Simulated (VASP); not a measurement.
A run of VASP 6.6.1 is set up as follows.

The input INCAR:

```
ALGO     = Normal         # electronic algorithm
EDIFF    = 1E-6           # SCF threshold, eV
ENCUT    = 520            # plane-wave cutoff, eV
GGA      = PE             # functional
ISIF     = 2              # what is computed and relaxed
ISMEAR   = 0              # smearing method
LASPH    = T              # aspherical terms in the spheres
LCHARG   = F              # write CHGCAR
LREAL    = F              # projectors in reciprocal space
LWAVE    = F              # write WAVECAR
NBANDS   = 14             # bands
NELM     = 60             # most SCF steps
PREC     = Accurate       # precision mode
SIGMA    = 0.01           # smearing width, eV
```

The input KPOINTS:

```
k-points
0
Gamma
  8 8 8
```

The input POSCAR:

```
NaF
1.0
    2.7934851994      0.0000000000      0.0000000000
    0.0000000000      2.7934851994      0.0000000000
    0.0000000000      0.0000000000      2.7934851994
Na F
1 1
Direct
    0.0000000000      0.0000000000      0.0000000000
    0.5000000000      0.5000000000      0.5000000000
```

Potentials or basis: VASP PAW PBE potentials, release 64 (Na_pv, F).

Run with:

```bash
$ cat potpaw_PBE.64/Na_pv/POTCAR potpaw_PBE.64/F/POTCAR > POTCAR
$ mpirun -np 1 vasp_std > vasp.out
```

(1) What does it give for the band gap on the k mesh?

(2) Estimate the pressure.

## Answers

(1) 6.11 eV, indirect (least direct gap 6.45 eV).

(2) 4.2 GPa.
